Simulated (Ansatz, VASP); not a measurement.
**Mo: VASP beside Ansatz**

```xyz
1
Lattice="-1.5546 1.5546 1.5546 1.5546 -1.5546 1.5546 1.5546 1.5546 -1.5546" Properties=species:S:1:pos:R:3 pbc="T T T"
Mo    0.0000    0.0000    0.0000
```

Alike in both runs: task single point; functional PBEsol; k mesh 20 × 20 × 20; occupations fermi-dirac, width 0.15 eV; no spin polarisation.

|  | VASP | Ansatz |
| --- | --- | --- |
| version | VASP 6.6.1 | Ansatz 0.2.0 |
| potentials or method | VASP PAW PBE potentials, release 64 (Mo_sv), cutoff 500 eV | scalar-relativistic, plane waves, PAW |
| valence electrons in the cell | 14 | 14 |

Ansatz gave:

* gap on the k mesh at the Fermi level (eV): none
* pressure (GPa): 5.9

Q: What did VASP give for the same quantities?

A: gap on the k mesh at the Fermi level (eV): none; pressure (GPa): 6.5.

VASP's potentials were made for PBE, not for PBEsol. A gap of «none» marks a metal or a gap that the smearing closes.
